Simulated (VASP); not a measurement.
# B (P-3m1) in VASP: a series of runs, part 2 of 2

VASP 6.6.1. Earlier steps stand in the parts before.

### 5 Single point, PBE

This run uses another cell than the first one, of 6.58 Å³/atom.

Contents of INCAR:

```
PREC = Accurate
ENCUT = 520
EDIFF = 1E-6
ISMEAR = 0
SIGMA = 0.1
LREAL = False
LASPH = True
NELM = 60
ALGO = Normal
ISIF = 2
LWAVE = False
LCHARG = False
GGA = PE
NBANDS = 16
```

Contents of KPOINTS:

```
Automatic mesh
0
Gamma
  18 18 8
```

Contents of POSCAR:

```
B
1.0
    2.7837803247      0.0000000000      0.0000000000
   -1.3918901623      2.4108244797      0.0000000000
    0.0000000000      0.0000000000      4.9024277207
B
5
Direct
    0.3333333333      0.6666666667      0.5777457812
    0.6666666667      0.3333333333      0.7659774173
    0.0000000000      0.0000000000      0.0000000000
    0.3333333333      0.6666666667      0.2340225827
    0.6666666667      0.3333333333      0.4222542188
```

Potentials or basis: VASP PAW PBE potentials, release 64 (B).

The run is started by

```
> cat potpaw_PBE.64/B/POTCAR > POTCAR
> mpirun -np 1 vasp_std > vasp.out
```

OUTCAR:

```text
PREC = Accurate
   ENCUT = 520
   EDIFF = 1E-6
   ISMEAR = 0
   LREAL = False
   LASPH = True
   NELM = 60
   ISIF = 2
   GGA = PE

 ion  position               nearest neighbor table
   1  0.333  0.667  0.578-   4 1.69   5 1.78   5 1.78   5 1.78   2 1.85   2 1.85   2 1.85
   2  0.667  0.333  0.766-   5 1.69   1 1.85   1 1.85   1 1.85   3 1.97   3 1.97   3 1.97
   3  0.000  0.000  0.000-   2 1.97   4 1.97   4 1.97   2 1.97   2 1.97   4 1.97
   4  0.333  0.667  0.234-   1 1.69   5 1.85   5 1.85   5 1.85   3 1.97   3 1.97   3 1.97
   5  0.667  0.333  0.422-   2 1.69   1 1.78   1 1.78   1 1.78   4 1.85   4 1.85   4 1.85

  LATTYP: Found a hexagonal cell.
 ALAT       =     2.7837803247
 C/A-ratio  =     1.7610684569

  Lattice vectors:

 A1 = (   2.7837803247,   0.0000000000,   0.0000000000)
 A2 = (  -1.3918901623,   2.4108244797,   0.0000000000)
 A3 = (   0.0000000000,   0.0000000000,   4.9024277207)

Analysis of symmetry for initial positions (statically):
=====================================================================
 Subroutine PRICEL returns:
 Original cell was already a primitive cell.

 Routine SETGRP: Setting up the symmetry group for a
 hexagonal supercell.

 Subroutine GETGRP returns: Found 12 space group operations
 (whereof 12 operations were pure point group operations)
 out of a pool of 24 trial point group operations.

The static configuration has the point symmetry D_3d.

Analysis of symmetry for dynamics (positions and initial velocities):
=====================================================================
 Subroutine PRICEL returns:
 Original cell was already a primitive cell.

 Routine SETGRP: Setting up the symmetry group for a
 hexagonal supercell.

 Subroutine GETGRP returns: Found 12 space group operations
 (whereof 12 operations were pure point group operations)
 out of a pool of 24 trial point group operations.

The dynamic configuration has the point symmetry D_3d.

[... 126 lines left out ...]
  Fermi-wavevector in a.u.,A,eV,Ry     =   1.259993  2.381041 21.600356  1.587581
  Thomas-Fermi vector in A             =   2.393525
   LORBIT       =      0    0 simple, 1 ext, 2 COOP (PROOUT), +10 PAW based schemes
   GGA     = PE    functional components
   LHFCALC =     F    Hartree Fock is set to
   AEXX    =    0.0000 exact exchange contribution
   IVDW    =     0    specifies the selected vdW correction
   LEPSILON=     F    determine dielectric tensor
   LRPA    =     F    only Hartree local field effects (RPA)
 non-spin polarized calculation
 Gauss-broadening in eV      SIGMA  =   0.10
  energy-cutoff  :      520.00
  volume of cell :       32.90
 maximum number of plane-waves:       901
 NGX is ok and might be reduce to    24
   NGX = 11   NGY = 11   NGZ = 19

 number of electron      15.0000000 magnetization

 Free energy of the ion-electron system (eV)
  ---------------------------------------------------
  ext. energy  EPLUGINS =         0.00000000
  ---------------------------------------------------
  free energy    TOTEN  =       -30.50235940 eV

  energy without entropy =      -30.49954744  energy(sigma->0) =      -30.50095342

 E-fermi :   7.3474     XC(G=0): -12.3361

 val. band max:        7.3377166418   @ k =   0.1111   0.1111   0.0000
 cond. band min:       7.3537556779   @ k =   0.0000   0.4444   0.2500
 fundamental gap:      0.0160390361
 Fermi energy:         7.3473500025

 k-point     1 :       0.0000    0.0000    0.0000
  band No.  band energies     occupation
      1      -9.2789      2.00000
      2      -3.9719      2.00000
      3      -3.8540      2.00000
      4       6.6435      2.00000
      5       6.6435      2.00000
      6       7.2388      1.87532
[... 433 lines left out ...]
      3      -0.1863      2.00000
      4       0.0120      2.00000
      5       1.9812      2.00000
      6       2.6867      2.00000
[... 8 lines left out ...]
     15      20.6795      0.00000
     16      20.8487      0.00000

 [... further k-points ...]

------------------------ aborting loop because EDIFF is reached ----------------------------------------

  FORCE on cell =-STRESS in cart. coord.  units (eV):
  Direction    XX          YY          ZZ          XY          YZ          ZX
  --------------------------------------------------------------------------------------
  -------------------------------------------------------------------------------------
  Total        0.0033210      0.0033210      0.0371298      0.0000000      0.0000000      0.0000000
  in kB        0.1617224      0.1617224      1.8080956      0.0000000      0.0000000      0.0000000
  external PRESSURE =       0.7105135 kB  Pullay stress =       0.0000000 kB

 VOLUME and BASIS-vectors are now :
 -----------------------------------------------------------------------------
  energy-cutoff  :      520.00
  volume of cell :       32.90
      direct lattice vectors                 reciprocal lattice vectors
     2.783780325  0.000000000  0.000000000     0.359223747  0.207397927  0.000000000
    -1.391890162  2.410824480  0.000000000     0.000000000  0.414795854  0.000000000
     0.000000000  0.000000000  4.902427721     0.000000000  0.000000000  0.203980570

 POSITION                                       TOTAL-FORCE (eV/Angst)
 -----------------------------------------------------------------------------------
     -0.00000      1.60722      2.83236        -0.000000     -0.000000      0.012158
      1.39189      0.80361      3.75515        -0.000000      0.000000      0.011209
      0.00000      0.00000      0.00000         0.000000      0.000000     -0.000000
     -0.00000      1.60722      1.14728         0.000000     -0.000000     -0.011209
      1.39189      0.80361      2.07007         0.000000      0.000000     -0.012158
 -----------------------------------------------------------------------------------
    total drift:                                0.000000     -0.000000     -0.000000

  FREE ENERGIE OF THE ION-ELECTRON SYSTEM (eV)
  ---------------------------------------------------
  free  energy   TOTEN  =       -30.5023594023 eV

  energy  without entropy=      -30.4995474426  energy(sigma->0) =      -30.50095342
```

OSZICAR:

```text
N       E                     dE             d eps       ncg     rms          rms(c)
DAV:   1     0.171151628202E+02    0.17115E+02   -0.68541E+03  8512   0.850E+02
DAV:   2    -0.300131980493E+02   -0.47128E+02   -0.42985E+02 11208   0.166E+02
DAV:   3    -0.313375302850E+02   -0.13243E+01   -0.13106E+01 12072   0.231E+01
DAV:   4    -0.313417280592E+02   -0.41978E-02   -0.41937E-02  9480   0.132E+00
DAV:   5    -0.313417449457E+02   -0.16886E-04   -0.16887E-04 12056   0.757E-02    0.566E+00
DAV:   6    -0.306158613671E+02    0.72588E+00   -0.68762E-01 11592   0.711E+00    0.308E+00
DAV:   7    -0.305219389338E+02    0.93922E-01   -0.22121E-01  9200   0.299E+00    0.160E+00
DAV:   8    -0.305021948812E+02    0.19744E-01   -0.28113E-02 11864   0.108E+00    0.290E-01
DAV:   9    -0.305023933453E+02   -0.19846E-03   -0.13216E-03 10960   0.264E-01    0.647E-02
DAV:  10    -0.305023535030E+02    0.39842E-04   -0.21090E-04 10920   0.103E-01    0.153E-02
DAV:  11    -0.305023579909E+02   -0.44879E-05   -0.18362E-05 10816   0.305E-02    0.553E-03
DAV:  12    -0.305023593840E+02   -0.13931E-05   -0.17051E-06 10000   0.100E-02    0.189E-03
DAV:  13    -0.305023594023E+02   -0.18242E-07   -0.24082E-07  5184   0.400E-03
   1 F= -.30502359E+02 E0= -.30500953E+02  d E =-.281196E-02
```

stdout:

```text
POSCAR found type information on POSCAR B
 POSCAR found :  1 types and       5 ions
 scaLAPACK will be used
 LDA part: xc-table for (Slater+PW92), standard interpolation
 POSCAR, INCAR and KPOINTS ok, starting setup
 FFT: planning ... GRIDC
 FFT: planning ... GRID_SOFT
 FFT: planning ... GRID
 WAVECAR not read
 entering main loop
```

Wall time 2.7 min (1 thread of Intel Xeon 8259CL, shared host); peak memory 0.22 GiB.

Results:

```yaml
Free_energy: -30.5024 eV
Pressure: 0.1 GPa
Largest_force: 0.012 eV/Å
Band_gap_on_the_k_mesh: zero (an odd number of electrons rules out a gap without spin polarisation)
```

Forces on the atoms (eV/Å):
```
B    0.000  0.000  0.012
B    0.000  0.000  0.011
B    0.000  0.000  0.000
B    0.000  0.000 -0.011
B    0.000  0.000 -0.012
```

Stress tensor (GPa, compression positive):
```
0.02 0.00 0.00
0.00 0.02 0.00
0.00 0.00 0.18
```

### 6 Relaxation of cell and atoms, PBE

Contents of INCAR:

```
SYSTEM = B
ALGO = Normal ; EDIFF = 1E-6
EDIFFG = -0.01 ; ENCUT = 600
GGA = PE ; IBRION = 2
ISIF = 3 ; ISMEAR = 0
LASPH = .True. ; LCHARG = .False.
LREAL = .False. ; LWAVE = .False.
NELM = 80 ; NSW = 100
PREC = Accurate ; SIGMA = 0.1
```

Contents of KPOINTS:

```
k-points
0
Gamma
  18 18 8
  0 0 0
```

Contents of POSCAR:

```
B
1.0
    2.7712762508      0.0000000000      0.0000000000
   -1.3856381254      2.3999956341      0.0000000000
    0.0000000000      0.0000000000      4.9757742408
B
5
Direct
    0.3333333333      0.6666666667      0.5748082070
    0.6666666667      0.3333333333      0.7623317202
    0.0000000000      0.0000000000      0.0000000000
    0.3333333333      0.6666666667      0.2376682798
    0.6666666667      0.3333333333      0.4251917930
```

Potentials or basis: VASP PAW PBE potentials, release 64 (B).

The run is started by

```
> cat potpaw_PBE.64/B/POTCAR > POTCAR
> mpirun -np 1 vasp_std > vasp.out
```

OUTCAR:

```text
SYSTEM = B
   EDIFF = 1E-6
   EDIFFG = -0.01
   ENCUT = 600
   GGA = PE
   IBRION = 2
   ISIF = 3
   ISMEAR = 0
   LASPH = .True.
   LREAL = .False.
   NELM = 80
   NSW = 100
   PREC = Accurate

 ion  position               nearest neighbor table
   1  0.333  0.667  0.575-   4 1.68   5 1.76   5 1.76   5 1.76   2 1.85   2 1.85   2 1.85
   2  0.667  0.333  0.762-   5 1.68   1 1.85   1 1.85   1 1.85   3 1.99   3 1.99   3 1.99
   3  0.000  0.000  0.000-   2 1.99   4 1.99   2 1.99   4 1.99   2 1.99   4 1.99
   4  0.333  0.667  0.238-   1 1.68   5 1.85   5 1.85   5 1.85   3 1.99   3 1.99   3 1.99
   5  0.667  0.333  0.425-   2 1.68   1 1.76   1 1.76   1 1.76   4 1.85   4 1.85   4 1.85

  LATTYP: Found a hexagonal cell.
 ALAT       =     2.7712762508
 C/A-ratio  =     1.7954811396

  Lattice vectors:

 A1 = (   2.7712762508,   0.0000000000,   0.0000000000)
[... 402 lines left out ...]
      2      -3.9707      2.00000
      3      -3.8545      2.00000
      4       6.6474      2.00000
      5       6.6474      2.00000
      6       7.2440      1.85385
      7      10.1765      0.00000
      8      10.1765      0.00000
      9      11.7039      0.00000
     10      13.5766      0.00000
     11      13.5766      0.00000
[... 309 lines left out ...]
 k-point    24 :       0.3889    0.1111    0.0000
  band No.  band energies     occupation
      1      -5.2345      2.00000
      2      -3.0528      2.00000
      3      -0.1860      2.00000
      4       0.0113      2.00000
      5       1.9827      2.00000
      6       2.6872      2.00000
      7       3.4116      2.00000
      8       7.7613      0.00000
      9       8.0367      0.00000
     10      12.6808      0.00000
     11      13.2391      0.00000

 [... further k-points ...]

------------------------ aborting loop because EDIFF is reached ----------------------------------------

  FORCE on cell =-STRESS in cart. coord.  units (eV):
  Direction    XX          YY          ZZ          XY          YZ          ZX
  --------------------------------------------------------------------------------------
  -------------------------------------------------------------------------------------
  Total       -0.0006628     -0.0006628      0.0033191      0.0000000      0.0000000      0.0000000
  in kB       -0.0322768     -0.0322768      0.1616409      0.0000000      0.0000000      0.0000000
  external PRESSURE =       0.0323624 kB  Pullay stress =       0.0000000 kB
[... 20 lines left out ...]
  FREE ENERGIE OF THE ION-ELECTRON SYSTEM (eV)
  ---------------------------------------------------
  free  energy   TOTEN  =       -30.5074276215 eV

  energy  without entropy=      -30.5046220744  energy(sigma->0) =      -30.50602485

 reached required accuracy - stopping structural energy minimisation
```

OSZICAR:

```text
N       E                     dE             d eps       ncg     rms          rms(c)
DAV:   1     0.339184970829E+02    0.33918E+02   -0.78921E+03  5852   0.139E+03
[... 67 lines left out ...]
DAV:   2    -0.305074209204E+02    0.63943E-05   -0.27962E-05  7810   0.508E-02    0.960E-03
DAV:   3    -0.305074182337E+02    0.26867E-05   -0.62679E-06  6718   0.184E-02    0.233E-03
DAV:   4    -0.305074180157E+02    0.21800E-06   -0.65684E-07  3787   0.696E-03
  10 F= -.30507418E+02 E0= -.30506016E+02  d E =-.683437E-05
       N       E                     dE             d eps       ncg     rms          rms(c)
DAV:   1    -0.305074282773E+02   -0.10044E-04   -0.49538E-04  6086   0.216E-01    0.732E-03
DAV:   2    -0.305074276215E+02    0.65575E-06   -0.48020E-06  7748   0.211E-02
  11 F= -.30507428E+02 E0= -.30506025E+02  d E =-.164402E-04
```

CONTCAR:

```text
B
   1.00000000000000
     2.7837391405303942    0.0000000000000000    0.0000000000000000
    -1.3918695702651971    2.4107888132111217   -0.0000000000000000
    -0.0000000000000000   -0.0000000000000000    4.9021667330902545
  B
     5
Direct
     0.3333333332999970    0.6666666667000030    0.5778326751186713
     0.6666666667000030    0.3333333332999970    0.7660572083316061
     0.0000000000000000    0.0000000000000000    0.0000000000000000
     0.3333333332999970    0.6666666667000030    0.2339427916683939
     0.6666666667000030    0.3333333332999970    0.4221673248813287

  0.00000000E+00  0.00000000E+00  0.00000000E+00
  0.00000000E+00  0.00000000E+00  0.00000000E+00
  0.00000000E+00  0.00000000E+00  0.00000000E+00
  0.00000000E+00  0.00000000E+00  0.00000000E+00
  0.00000000E+00  0.00000000E+00  0.00000000E+00
```

Wall time 9.9 min (1 thread of Intel Xeon 8259CL, shared host); peak memory 0.23 GiB.

What came out:

```
Free energy                           : -30.5074 eV
Relaxed volume                        : 6.58 Å³/atom
Relaxed cell                          : a = 2.784 Å, b = 2.784 Å, c = 4.902 Å, α = 90.00°, β = 90.00°, γ = 120.00°
Space group after relaxing (to 0.1 Å) : P-3m1 (No. 164)
Energy gained by relaxing             : 2.6 meV/atom
Ionic steps                           : 11
Pressure after relaxing               : 0.0 GPa
Band gap on the k mesh                : zero (an odd number of electrons rules out a gap without spin polarisation)
```

Step by step:
```
step  energy change (eV)  largest force (eV/Å)  pressure (GPa)  volume (Å³)
   1              0.0000                0.2362           -0.22        33.09
   2             -0.0102                0.0894           -0.49        33.05
   3             -0.0111                0.0889           -0.76        32.99
   4             -0.0124                0.0781           -0.64        33.02
   5             -0.0125                0.0758           -0.65        33.01
   6             -0.0130                0.0401            0.20        32.86
   7             -0.0130                0.0343            0.05        32.89
   8             -0.0131                0.0152            0.18        32.88
   9             -0.0131                0.0139            0.16        32.88
  10             -0.0131                0.0110           -0.10        32.91
  11             -0.0131                0.0017            0.00        32.90
```

Final structure:
```
B
1.0
     2.78374    0.00000    0.00000
    -1.39187    2.41079    0.00000
     0.00000    0.00000    4.90217
B
5
Direct
  0.33333 0.66667 0.57783
  0.66667 0.33333 0.76606
  0.00000 0.00000 0.00000
  0.33333 0.66667 0.23394
  0.66667 0.33333 0.42217
```

Levels at points of the mesh, in eV from the Fermi level:
```tsv
k point	band 6	band 7	band 8	band 9	band 10	band 11
(0.00, 0.00, 0.00)	-0.10	2.83	2.83	4.36	6.23	6.23
(0.50, 0.00, 0.00)	-4.57	-4.22	2.17	2.20	4.16	4.36
(0.00, 0.00, 0.50)	-0.60	3.81	3.81	4.08	4.08	6.83
(0.50, 0.00, 0.50)	-3.36	-1.37	-0.98	1.31	3.61	5.23
```

### 7 Summary

```tsv
task	cell	k mesh	cutoff (eV)	gap on the mesh (eV)	pressure (GPa)	relaxed volume (Å³/atom)	largest force (eV/Å)
single point	a = 2.771, b = 2.771, c = 4.976 Å, angles 90.0, 90.0, 120.0°, 5 atoms, atomic positions A	6 × 6 × 4	520	none	0.1	-	0.01
single point	a = 2.474, b = 2.474, c = 6.904 Å, angles 90.0, 90.0, 120.0°, 5 atoms, atomic positions B	6 × 6 × 4	520	none	-21.9	-	0.39
relaxation of cell and atoms	relaxed from a = 2.474, b = 2.474, c = 6.904 Å, angles 90.0, 90.0, 120.0°, 5 atoms, atomic positions B	6 × 6 × 4	600	none	0.0	6.62	0.02
single point	a = 2.784, b = 2.784, c = 4.902 Å, angles 90.0, 90.0, 120.0°, 5 atoms, atomic positions C	18 × 18 × 8	520	none	0.1	-	0.01
relaxation of cell and atoms	relaxed from a = 2.771, b = 2.771, c = 4.976 Å, angles 90.0, 90.0, 120.0°, 5 atoms, atomic positions A	18 × 18 × 8	600	none	0.0	6.58	-
```

Alike in all rows: level PBE; potentials or basis VASP PAW PBE potentials, release 64 (B); no spin polarisation; smearing gaussian 0.1 eV.

Caveats: some runs use coarse meshes; a cell axis changed by over 15 % at a fixed basis, so the end point is rough (at least some runs).

Absolute energies hang on the potentials; compare differences alone.

The gap in the log of VASP goes by the Fermi energy; the results here count the filled bands.